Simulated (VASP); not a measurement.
EuS:

```
CELL_PARAMETERS angstrom
0.00000 2.97850 2.97850
2.97850 0.00000 2.97850
2.97850 2.97850 0.00000
ATOMIC_POSITIONS crystal
Eu 0.00000 0.00000 0.00000
S 0.50000 0.50000 0.50000
```

| Item | Value |
| --- | --- |
| Program | VASP 6.6.1 |
| Task | relaxation of cell and atoms |
| Functional | PBE |
| Dispersion | D4 |
| Potentials or basis | VASP PAW PBE potentials, release 64 (Eu, S) |
| Cutoff | 600 eV |
| k mesh | 8 × 8 × 8 |
| Occupations | fermi-dirac, width 0.05 eV |
| Spin | collinear spin, ferromagnetic start |
| Starting moments | [7.0, 0.0] μB |

At the start: pressure -4.5 GPa; volume 26.42 Å³/atom.

How do energy, volume and symmetry change on relaxing?

Over 3 steps the energy falls by 38.5 meV/atom and the volume is 23.94 Å³/atom (-9.4 %); space group Fm-3m (No. 225, to 0.1 Å) before and after; moment 6.94 μB per cell.

Step by step:
| step | energy change (eV) | largest force (eV/Å) | pressure (GPa) | volume (Å³) |
| --- | --- | --- | --- | --- |
| 1 | 0.0000 | 0.0000 | -4.55 | 52.85 |
| 2 | -0.0758 | 0.0000 | 0.69 | 47.32 |
| 3 | -0.0771 | 0.0000 | 0.04 | 47.87 |

Final structure:
```
CELL_PARAMETERS angstrom
0.00000 2.88190 2.88190
2.88190 0.00000 2.88190
2.88190 2.88190 0.00000
ATOMIC_POSITIONS crystal
Eu 0.00000 0.00000 0.00000
S 0.50000 0.50000 0.50000
```

Caveat: a cell with one magnetic atom can't hold antiferromagnetic order, which such compounds often take; semilocal functionals describe open f shells poorly, which spoils levels, moments and volumes.
